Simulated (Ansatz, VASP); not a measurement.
Two plane-wave programs on MnSi

```
Mn Si
1.0
     0.00000    2.43854    2.43854
     2.43854    0.00000    2.43854
     2.43854    2.43854    0.00000
Mn Si
1 1
Direct
  0.00000 0.00000 0.00000
  0.50000 0.50000 0.50000
```

Change from the starting cell: volume scaled by 1.02, PAW files.

Alike in both runs: task electric field gradients; functional PBE; k mesh 15 × 15 × 15; occupations fermi-dirac, width 0.05 eV; collinear spin.

|  | VASP | Ansatz |
| --- | --- | --- |
| version | VASP 6.6.1 | Ansatz 0.2.0 |
| potentials or method | VASP PAW PBE potentials, release 64 (Mn_pv, Si) | PAW with Ansatz's default frozen-core files, scalar-relativistic |
| plane-wave cutoff (eV) | 520 | 420 |
| valence electrons in the cell | 17 | 19 |

VASP gave:

| Property | Result |
| --- | --- |
| pressure (GPa) | -1.7 |
| net moment per atom (μB) | 1.27 |
| size of the moment on the site where the two differ most (μB) | 2.65 |

Task: Which values does Ansatz return?

Result: Pressure (GPa): -1.7; net moment per atom (μB): 1.27; size of the moment on the site where the two differ most (μB): 2.56.

Site moments also hang on the region over which each program counts them. The functional is the same, so the differences come from potentials, cutoffs and numerics. VASP's potentials hold 17 valence electrons a cell and Ansatz's 19, so a difference there can come from the potentials and not from the codes.
